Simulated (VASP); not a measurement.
Runs of VASP 6.6.1 on Yb. The structure is that of space group Im-3m (No. 229), or close to it. The cells are those of the table. 

```tsv
task	level	cell	gap on the mesh (eV)	pressure (GPa)
electric field gradients	PBEsol	a = 3.800 Å, angles 109.5°, 1 atom	none	-4.1
single point	PBEsol	a = 3.751 Å, angles 109.5°, 1 atom	none	-5.0
electric field gradients	PBEsol	a = 3.751 Å, angles 109.5°, 1 atom	none	(a)
electric field gradients	PBEsol	a = 3.726 Å, angles 109.5°, 1 atom	none	-3.7
single point	PBEsol	a = 3.701 Å, angles 109.5°, 1 atom	none	-4.6
electric field gradients	PBEsol	a = 3.651 Å, angles 109.5°, 1 atom	none	(c)
electric field gradients	PBEsol	a = 3.701 Å, angles 109.5°, 1 atom	none	-3.6
single point	revPBE	a = 3.651 Å, angles 109.5°, 1 atom	none	(b)
single point	PBEsol	a = 3.800 Å, angles 109.5°, 1 atom	none	-5.1
```

Alike in all rows: potentials or basis VASP PAW PBE potentials, release 64 (Yb); no spin polarisation; k mesh 12 × 12 × 12; cutoff (eV) 520; smearing fermi-dirac 0.05 eV.

Question: Estimate the missing entries.

Answer: (a) -3.9; (b) -0.5; (c) -3.0.

Caveats: the PAW data sets were made with another functional, which shifts forces and pressure a little; spin-orbit coupling is left out, which moves the levels of the heavy elements.

A k mesh can miss the band edges, and the runs leave out spin-orbit coupling on Yb.

A gap of «none» marks levels without a gap at the run's occupations.
